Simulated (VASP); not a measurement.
Runs of VASP 6.6.1 on Ag3Cl. The structure is that of space group Pm-3m (No. 221), or close to it. The cells are those of the table. 

```csv
task,cell,k mesh,cutoff (eV),gap on the mesh (eV),pressure (GPa),relaxed volume (Å³/atom)
single point,"a = 4.356 Å, 4 atoms",4 × 4 × 4,520,0.01,-3.5,-
single point,"a = 4.255 Å, 4 atoms",12 × 12 × 12,520,none,-0.1,-
relaxation of cell and atoms,"relaxed from a = 4.255 Å, 4 atoms",12 × 12 × 12,600,none,0.0,19.22
relaxation of cell and atoms,"relaxed from a = 4.356 Å, 4 atoms",10 × 10 × 10,600,none,0.0,(a)
single point,"a = 4.255 Å, 4 atoms",10 × 10 × 10,520,none,-0.1,-
```

Alike in all rows: level PBE; potentials or basis VASP PAW PBE potentials, release 64 (Ag, Cl); no spin polarisation; smearing gaussian 0.1 eV.

Task: Fill in the values left out.

Result: (a) 19.24.

Caveats: the cell stands under tension (at least some runs); the smearing spreads over this small gap (at least some runs).

A k mesh can miss the band edges, and the runs leave out spin-orbit coupling on Ag.

A gap of «none» marks levels without a gap at the run's occupations.
